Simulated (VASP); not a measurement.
# Au (Cmcm) in VASP: notebook

The runs below take Au through single point, with PBEsol.

Program: VASP 6.6.1. These are calculated values, not measurements. Logs are shortened: lines on timing, memory, paths and dates and some standing lists are left out, and cuts for length are marked.

### 1 The cell of the first run

The structure is orthorhombic, space group Cmcm (No. 63). The conventional cell has a = 2.777 Å, b = 5.029 Å, c = 5.055 Å, α = 90.00°, β = 90.00°, γ = 90.00°. Within 3.7 Å of Au (site symmetry m2m) lie 12 Au at 2.78 to 3.03 Å.

### 2 Single point, PBEsol

File INCAR:

```
  ALGO = Fast
  EDIFF = 1E-7
  ENCUT = 520
  GGA = PS
  ISIF = 2
  ISMEAR = 0
  LASPH = T
  LCHARG = F
  LREAL = F
  LWAVE = F
  NBANDS = 18
  NELM = 80
  PREC = Accurate
  SIGMA = 0.15
```

File KPOINTS:

```
k-points
0
Gamma
  22 22 12
```

File POSCAR:

```
Au
1.0
    1.3885429198     -2.5147010887      0.0000000000
    1.3885429198      2.5147010887      0.0000000000
    0.0000000000      0.0000000000      5.0549454020
Au
2
Direct
    0.6653279700      0.3346720300      0.2500000000
    0.3346720300      0.6653279700      0.7500000000
```

Potentials or basis: VASP PAW PBE potentials, release 64 (Au).

Started as:

```console
cat potpaw_PBE.64/Au/POTCAR > POTCAR
mpirun -np 1 vasp_std > vasp.out
```

OUTCAR:

```text
EDIFF = 1E-7
   ENCUT = 520
   GGA = PS
   ISIF = 2
   ISMEAR = 0
   LASPH = T
   LREAL = F
   NELM = 80
   PREC = Accurate

 ion  position               nearest neighbor table
   1  0.665  0.335  0.250-   2 3.01   2 3.01   2 3.01   2 3.01   2 3.03   2 3.03
   2  0.335  0.665  0.750-   1 3.01   1 3.01   1 3.01   1 3.01   1 3.03   1 3.03

  LATTYP: Found a base centered orthorhombic cell.
 ALAT       =     2.7770858396
 B/A-ratio  =     1.8110359088
 C/A-ratio  =     1.8202337608

  Lattice vectors:

 A1 = (   1.3885429198,  -2.5147010887,   0.0000000000)
 A2 = (   1.3885429198,   2.5147010887,   0.0000000000)
 A3 = (   0.0000000000,   0.0000000000,   5.0549454020)

Analysis of symmetry for initial positions (statically):
=====================================================================
 Subroutine PRICEL returns:
 Original cell was already a primitive cell.

 Routine SETGRP: Setting up the symmetry group for a
 base centered orthorhombic supercell.

 Subroutine GETGRP returns: Found  8 space group operations
 (whereof  4 operations were pure point group operations)
 out of a pool of  8 trial point group operations.

The static configuration has the point symmetry C_2h.
 The point group associated with its full space group is D_2h.

Analysis of symmetry for dynamics (positions and initial velocities):
=====================================================================
 Subroutine PRICEL returns:
 Original cell was already a primitive cell.

 Routine SETGRP: Setting up the symmetry group for a
 base centered orthorhombic supercell.

 Subroutine GETGRP returns: Found  8 space group operations
 (whereof  4 operations were pure point group operations)
 out of a pool of  8 trial point group operations.

The dynamic configuration has the point symmetry C_2h.
 The point group associated with its full space group is D_2h.

 Subroutine INISYM returns: Found  8 space group operations
 (whereof  4 operations are pure point group operations),
 and found     1 'primitive' translations

----------------------------------------------------------------------------------------

                                     Primitive cell

  volume of cell :      35.3014

  direct lattice vectors                    reciprocal lattice vectors
     1.388542920 -2.514701089  0.000000000     0.360089698 -0.198830788  0.000000000
     1.388542920  2.514701089  0.000000000     0.360089698  0.198830788  0.000000000
     0.000000000  0.000000000  5.054945402     0.000000000  0.000000000  0.197826073

  length of vectors
     2.872589947  2.872589947  5.054945402     0.411337176  0.411337176  0.197826073

  position of ions in fractional coordinates (direct lattice)
     0.665327970  0.334672030  0.250000000
     0.334672030  0.665327970  0.750000000

  ion indices of the primitive-cell ions
   primitive index   ion index
                 1           1
                 2           2

----------------------------------------------------------------------------------------

 KPOINTS: k-points

Automatic generation of k-mesh.
 Grid dimensions read from file:
 generate k-points for:   22   22   12

 Generating k-lattice:

  Cartesian coordinates                     Fractional coordinates (reciprocal lattice)
     0.016367714 -0.009037763  0.000000000     0.045454545  0.000000000  0.000000000
     0.016367714  0.009037763  0.000000000     0.000000000  0.045454545  0.000000000
     0.000000000  0.000000000  0.016485506     0.000000000  0.000000000  0.083333333

  Length of vectors
     0.018697144  0.018697144  0.016485506

  Shift w.r.t. Gamma in fractional coordinates (k-lattice)
     0.000000000  0.000000000  0.000000000

 Subroutine IBZKPT returns following result:
 ===========================================

 Found    931 irreducible k-points:

 Following reciprocal coordinates:
            Coordinates               Weight
  0.000000  0.000000  0.000000      1.000000
  0.045455  0.000000  0.000000      4.000000
  0.090909  0.000000  0.000000      4.000000
  0.136364  0.000000  0.000000      4.000000
  0.181818  0.000000  0.000000      4.000000
  0.227273  0.000000  0.000000      4.000000
[... 16 lines left out ...]
  0.500000  0.045455  0.000000      4.000000
 -0.454545  0.045455  0.000000      4.000000
 [... further k-points ...]
   k-points           NKPTS =    931   k-points in BZ     NKDIM =    931   number of bands    NBANDS=     18
   number of dos      NEDOS =    301   number of ions     NIONS =      2
   total plane-waves  NPLWV =  23040
   dimension x,y,z NGX =    24 NGY =   24 NGZ =   40
   dimension x,y,z NGXF=    48 NGYF=   48 NGZF=   80
   ions per type =               2
   NGX,Y,Z   is equivalent  to a cutoff of  13.89, 13.89, 13.16 a.u.
   NGXF,Y,Z  is equivalent  to a cutoff of  27.78, 27.78, 26.31 a.u.
 SYSTEM =  unknown system
   PREC   = accura    normal or accurate (medium, high low for compatibility)
   ISTART =      0    job   : 0-new  1-cont  2-samecut
   ICHARG =      2    charge: 1-file 2-atom 10-const
   ISPIN  =      1    spin polarized calculation?
   LNONCOLLINEAR =      F non collinear calculations
   LSORBIT =      F    spin-orbit coupling
   LASPH  =      T    aspherical Exc in radial PAW
   ENCUT  =  520.0 eV  38.22 Ry    6.18 a.u.   5.34  5.34  9.40*2*pi/ulx,y,z
   NELM   =     80;   NELMIN=  2; NELMDL= -5     # of ELM steps
   EDIFF  = 0.1E-06   stopping-criterion for ELM
   LREAL  =      F    real-space projection
   EDIFFG = 0.1E-05   stopping-criterion for IOM
   NSW    =      0    number of steps for IOM
   IBRION =     -1    ionic relax: 0-MD 1-quasi-New 2-CG
   NFREE  =      0    steps in history (QN), initial steepest desc. (CG)
   ISIF   =      2    stress and relaxation
   ISYM   =      2    0-nonsym 1-usesym 2-fastsym
   POTIM  = 0.5000    time-step for ionic-motion
   TEBEG  =    0.0;   TEEND  =   0.0 temperature during run
   PSTRESS=    0.0 pullay stress
   NELECT =      22.0000    total number of electrons
   NUPDOWN=      -1.0000    fix difference up-down
   EMIN   =  10.00;   EMAX   =-10.00  energy-range for DOS
   EFERMI =   0.00;   METHOD = LEGACY
   ISMEAR =     0;   SIGMA  =   0.15  broadening in eV -4-tet -1-fermi 0-gaus
   EFERMI_NEDOS =   21; number of points for ismear=-14 and -15
   IALGO  =     68    algorithm
[... 25 lines left out ...]
  ---------------------------------------------------
  ext. energy  EPLUGINS =         0.00000000
  ---------------------------------------------------
  free energy    TOTEN  =        -7.78590521 eV

  energy without entropy =       -7.77845107  energy(sigma->0) =       -7.78217814

 E-fermi :   8.6811     XC(G=0): -12.6699

 val. band max:        8.6805872207   @ k =   0.5000   0.3636   0.1667
 cond. band min:       8.6827591365   @ k =   0.5000   0.1364   0.1667
 fundamental gap:      0.0021719158
 Fermi energy:         8.6810808254

 k-point     1 :       0.0000    0.0000    0.0000
  band No.  band energies     occupation
      1      -0.8645      2.00000
      2       1.3660      2.00000
      3       3.7025      2.00000
      4       3.9590      2.00000
      5       4.2266      2.00000
      6       4.5736      2.00000
[... 10 lines left out ...]
     17      27.3212      0.00000
     18      28.3058      0.00000

 k-point     2 :       0.0455    0.0000    0.0000
  band No.  band energies     occupation
      1      -0.7945      2.00000
      2       1.4295      2.00000
      3       3.7185      2.00000
      4       3.9961      2.00000
      5       4.2532      2.00000
      6       4.5622      2.00000
[... 10 lines left out ...]
     17      26.9386      0.00000
     18      27.7260      0.00000

 k-point     3 :       0.0909    0.0000    0.0000
  band No.  band energies     occupation
      1      -0.5873      2.00000
      2       1.6133      2.00000
      3       3.7510      2.00000
      4       4.0970      2.00000
      5       4.3079      2.00000
      6       4.5565      2.00000
[... 10 lines left out ...]
     17      26.2670      0.00000
     18      26.8787      0.00000

 k-point     4 :       0.1364    0.0000    0.0000
  band No.  band energies     occupation
      1      -0.2530      2.00000
      2       1.8940      2.00000
      3       3.7563      2.00000
      4       4.2150      2.00000
      5       4.3278      2.00000
      6       4.6444      2.00000
[... 10 lines left out ...]
     17      25.5280      0.00000
     18      26.8915      0.00000

 k-point     5 :       0.1818    0.0000    0.0000
  band No.  band energies     occupation
      1       0.1883      2.00000
      2       2.2154      2.00000
      3       3.7287      2.00000
      4       4.1521      2.00000
      5       4.3455      2.00000
      6       4.5006      2.00000
[... 10 lines left out ...]
     17      25.3425      0.00000
     18      25.9299      0.00000

 k-point     6 :       0.2273    0.0000    0.0000
  band No.  band energies     occupation
      1       0.7001      2.00000
      2       2.4604      2.00000
      3       3.7803      2.00000
      4       3.8987      2.00000
      5       4.0323      2.00000
      6       4.8143      2.00000
[... 10 lines left out ...]
     17      25.6610      0.00000
     18      25.6776      0.00000

 k-point     7 :       0.2727    0.0000    0.0000
  band No.  band energies     occupation
      1       1.2179      2.00000
      2       2.5124      2.00000
      3       3.5128      2.00000
      4       3.9545      2.00000
      5       4.0389      2.00000
      6       4.8123      2.00000
[... 10 lines left out ...]
     17      24.3789      0.00000
     18      25.3920      0.00000

 k-point     8 :       0.3182    0.0000    0.0000
  band No.  band energies     occupation
      1       1.6457      2.00000
      2       2.4220      2.00000
      3       3.1935      2.00000
      4       4.0153      2.00000
      5       4.4058      2.00000
      6       4.6295      2.00000
[... 10 lines left out ...]
     17      22.5234      0.00000
     18      24.7802      0.00000
[... 229 lines left out ...]
     17      22.0699      0.00000
     18      24.4281      0.00000

 k-point    20 :       0.3636    0.0455    0.0000
  band No.  band energies     occupation
      1       2.0353      2.00000
      2       2.2731      2.00000
      3       2.8400      2.00000
      4       4.3244      2.00000
      5       4.3268      2.00000
      6       4.7137      2.00000
[... 10 lines left out ...]
     17      21.2208      0.00000
     18      23.9183      0.00000

 k-point    21 :       0.4091    0.0455    0.0000
  band No.  band energies     occupation
      1       2.0845      2.00000
      2       2.1807      2.00000
      3       2.7035      2.00000
      4       4.2603      2.00000
      5       4.5680      2.00000
      6       4.6226      2.00000
[... 10 lines left out ...]
     17      20.4961      0.00000
     18      23.5697      0.00000

 k-point    22 :       0.4545    0.0455    0.0000
  band No.  band energies     occupation
      1       2.0775      2.00000
      2       2.1448      2.00000
      3       2.6376      2.00000
      4       4.2430      2.00000
      5       4.5609      2.00000
      6       4.7105      2.00000
[... 10 lines left out ...]
     17      20.0485      0.00000
     18      23.3917      0.00000

 k-point    23 :       0.5000    0.0455    0.0000
  band No.  band energies     occupation
      1       2.0735      2.00000
      2       2.1459      2.00000
      3       2.6426      2.00000
      4       4.2737      2.00000
      5       4.5316      2.00000
      6       4.7083      2.00000
[... 10 lines left out ...]
     17      20.0723      0.00000
     18      23.3849      0.00000

 k-point    24 :      -0.4545    0.0455    0.0000
  band No.  band energies     occupation
      1       2.0713      2.00000
      2       2.1842      2.00000
      3       2.7183      2.00000
      4       4.3501      2.00000
      5       4.5369      2.00000
      6       4.5658      2.00000
[... 10 lines left out ...]
     17      20.5576      0.00000
     18      23.5489      0.00000

 [... further k-points ...]

------------------------ aborting loop because EDIFF is reached ----------------------------------------

  FORCE on cell =-STRESS in cart. coord.  units (eV):
  Direction    XX          YY          ZZ          XY          YZ          ZX
  --------------------------------------------------------------------------------------
  -------------------------------------------------------------------------------------
  Total       -0.1146194     -1.1513751     -1.7216593      0.0000000     -0.0000000      0.0000000
  in kB       -5.2020734    -52.2558937    -78.1386069      0.0000000     -0.0000000      0.0000000
  external PRESSURE =     -45.1988580 kB  Pullay stress =       0.0000000 kB

 VOLUME and BASIS-vectors are now :
 -----------------------------------------------------------------------------
  energy-cutoff  :      520.00
  volume of cell :       35.30
      direct lattice vectors                 reciprocal lattice vectors
     1.388542920 -2.514701089  0.000000000     0.360089698 -0.198830788  0.000000000
     1.388542920  2.514701089  0.000000000     0.360089698  0.198830788  0.000000000
     0.000000000  0.000000000  5.054945402     0.000000000  0.000000000  0.197826073

 POSITION                                       TOTAL-FORCE (eV/Angst)
 -----------------------------------------------------------------------------------
      1.38854     -0.83150      1.26374         0.000000      0.000797      0.000000
      1.38854      0.83150      3.79121         0.000000     -0.000797     -0.000000
 -----------------------------------------------------------------------------------
    total drift:                                0.000000      0.000000     -0.000000

  FREE ENERGIE OF THE ION-ELECTRON SYSTEM (eV)
  ---------------------------------------------------
  free  energy   TOTEN  =        -7.7859052081 eV

  energy  without entropy=       -7.7784510704  energy(sigma->0) =       -7.78217814
```

Wall time 6.1 min (1 thread of AMD EPYC 9R14 (Zen 4), shared host); peak memory 0.53 GiB.

What came out:

- Free energy: -7.7859 eV
- Pressure: -4.5 GPa
- Band gap on the k mesh: zero (bands 11 and 12 overlap by 6.77 eV)

Caveat: the stress differs along the axes, from -8 to -1 GPa; the PAW data sets were made with another functional, which shifts forces and pressure a little; spin-orbit coupling is left out, which moves the levels of the heavy elements.

### 3 Single point, PBEsol

This run uses another cell than the first one, of the same volume but with other edges.

File INCAR:

```
SYSTEM = Au
PREC = Accurate
ENCUT = 520
EDIFF = 1E-6
ISMEAR = 0
SIGMA = 0.15
LREAL = .FALSE.
LASPH = .TRUE.
NELM = 80
ALGO = Fast
ISIF = 2
LWAVE = .FALSE.
LCHARG = .FALSE.
GGA = PS
NBANDS = 18
```

File KPOINTS:

```
Automatic mesh
0
G
  22 22 12
  0 0 0
```

File POSCAR:

```
Au
1.0
    1.5202875735     -2.7532953872      0.0000000000
    1.5202875735      2.7532953872      0.0000000000
    0.0000000000      0.0000000000      4.2168057408
Au
2
Direct
    0.6653279700      0.3346720300      0.2500000000
    0.3346720300      0.6653279700      0.7500000000
```

Potentials or basis: VASP PAW PBE potentials, release 64 (Au).

Started as:

```console
cat potpaw_PBE.64/Au/POTCAR > POTCAR
mpirun -np 1 vasp_std > vasp.out
```

Wall time 3.7 min (1 thread of AMD EPYC 9R14 (Zen 4), shared host); peak memory 0.51 GiB.

Results (log left out):

```yaml
Free_energy: -7.5990 eV
Pressure: 0.1 GPa
Largest_force: 0.133 eV/Å
Band_gap_on_the_k_mesh: zero (bands 11 and 12 overlap by 5.71 eV)
```

Forces in eV/Å, atoms in the order of the input:
```
Au   0.000  0.133  0.000
Au   0.000 -0.133  0.000
```

Stress tensor (GPa, compression positive):
```
-3.76  0.00  0.00
 0.00 -4.08  0.00
 0.00  0.00  8.19
```

Levels at points of the mesh, in eV from the Fermi level:
```tsv
k point	band 9	band 10	band 11	band 12	band 13	band 14
(0.00, 0.00, 0.00)	-3.31	-1.96	-1.92	0.90	5.51	13.25
(0.50, 0.00, 0.00)	-2.00	-1.25	-0.28	0.56	7.58	7.75
(0.50, 0.50, 0.00)	-2.03	-1.26	-0.60	0.17	7.50	8.44
(0.00, 0.00, 0.50)	-2.32	-2.32	-2.16	-2.16	13.32	13.32
(0.50, 0.00, 0.50)	-2.09	-2.09	0.40	0.40	3.90	3.90
(0.50, 0.50, 0.50)	-2.15	-2.15	0.03	0.03	3.50	3.50
```

Caveat: the stress differs along the axes, from -4 to 8 GPa; the PAW data sets were made with another functional, which shifts forces and pressure a little; spin-orbit coupling is left out, which moves the levels of the heavy elements.

### 4 Single point, PBEsol

This run uses another cell than the first one, of the same volume but with other edges.

File INCAR:

```
SYSTEM = Au
  PREC = Accurate
  ENCUT = 520
  EDIFF = 1E-7
  ISMEAR = 0
  SIGMA = 0.15
  LREAL = .False.
  LASPH = .True.
  NELM = 80
  ALGO = Fast
  ISIF = 2
  LWAVE = .False.
  LCHARG = .True.
  GGA = PS
  LELF = .True.
  LVHAR = .True.
  NBANDS = 18
```

File KPOINTS:

```
regular mesh
0
Gamma
  22 22 12
  0 0 0
```

File POSCAR:

```
Au
1.0
    1.2931273301     -2.3419000295      0.0000000000
    1.2931273301      2.3419000295      0.0000000000
    0.0000000000      0.0000000000      5.8284423435
Au
2
Direct
    0.6653279700      0.3346720300      0.2500000000
    0.3346720300      0.6653279700      0.7500000000
```

Started as:

```console
cat potpaw_PBE.64/Au/POTCAR > POTCAR
mpirun -np 1 vasp_std > vasp.out
```

It took 4.9 min on 1 thread of AMD EPYC 9R14 (Zen 4), shared host; peak memory 0.52 GiB.

Results (log left out):

```
Free energy            : -7.2941 eV
Pressure               : 13.4 GPa
Largest force          : 0.013 eV/Å
Band gap on the k mesh : zero (bands 11 and 12 overlap by 7.94 eV)
```

Forces in eV/Å, atoms in the order of the input:
```
Au   0.000 -0.013  0.000
Au   0.000  0.013  0.000
```

Stress tensor (GPa, compression positive):
```
28.63  0.00  0.00
 0.00 15.71  0.00
 0.00  0.00 -4.16
```

Levels at points of the mesh, in eV from the Fermi level:
| k point | band 8 | band 9 | band 10 | band 11 | band 12 | band 13 | band 14 | band 15 |
| --- | --- | --- | --- | --- | --- | --- | --- | --- |
| (0.00, 0.00, 0.00) | -2.32 | -2.11 | -2.08 | -1.95 | -1.78 | -0.36 | 9.92 | 16.13 |
| (0.50, 0.00, 0.00) | -2.39 | -0.78 | -0.76 | 1.09 | 2.54 | 5.84 | 6.60 | 7.45 |
| (0.50, 0.50, 0.00) | -2.13 | -0.89 | -0.87 | 0.74 | 2.05 | 5.13 | 6.18 | 6.63 |
| (0.00, 0.00, 0.50) | -4.29 | -2.13 | -2.13 | -1.94 | -1.94 | 5.26 | 5.26 | 16.42 |
| (0.50, 0.00, 0.50) | -2.54 | -0.76 | -0.76 | 1.12 | 1.12 | 5.64 | 5.64 | 10.34 |
| (0.50, 0.50, 0.50) | -2.54 | -0.88 | -0.88 | 0.66 | 0.66 | 4.91 | 4.91 | 9.80 |

Caveat: the stress differs along the axes, from -4 to 29 GPa; the PAW data sets were made with another functional, which shifts forces and pressure a little; spin-orbit coupling is left out, which moves the levels of the heavy elements.

### 5 The runs side by side

| cell | further INCAR settings | gap on the mesh (eV) | pressure (GPa) | largest force (eV/Å) |
| --- | --- | --- | --- | --- |
| a = 2.873, b = 2.873, c = 5.055 Å, angles 90.0, 90.0, 122.2°, 2 atoms | ALGO = Fast; EDIFF = 1e-07; NBANDS = 18 | none | -4.5 | - |
| a = 3.145, b = 3.145, c = 4.217 Å, angles 90.0, 90.0, 122.2°, 2 atoms | ALGO = Fast; EDIFF = 1e-06; NBANDS = 18 | none | 0.1 | 0.13 |
| a = 2.675, b = 2.675, c = 5.828 Å, angles 90.0, 90.0, 122.2°, 2 atoms | ALGO = Fast; EDIFF = 1e-07; NBANDS = 18 | none | 13.4 | 0.01 |

Alike in all rows: task single point; level PBEsol; potentials or basis VASP PAW PBE potentials, release 64 (Au); no spin polarisation; k mesh 22 × 22 × 12; cutoff (eV) 520; smearing gaussian 0.15 eV.

Caveats: the PAW data sets were made with another functional, which shifts forces and pressure a little; spin-orbit coupling is left out, which moves the levels of the heavy elements; the stress differs along the axes, from -8 to -1 GPa (at least some runs); the stress differs along the axes, from -4 to 8 GPa (at least some runs); the stress differs along the axes, from -4 to 29 GPa (at least some runs).

Total energies depend on the potentials used, so only differences within one code and one set of settings carry meaning.
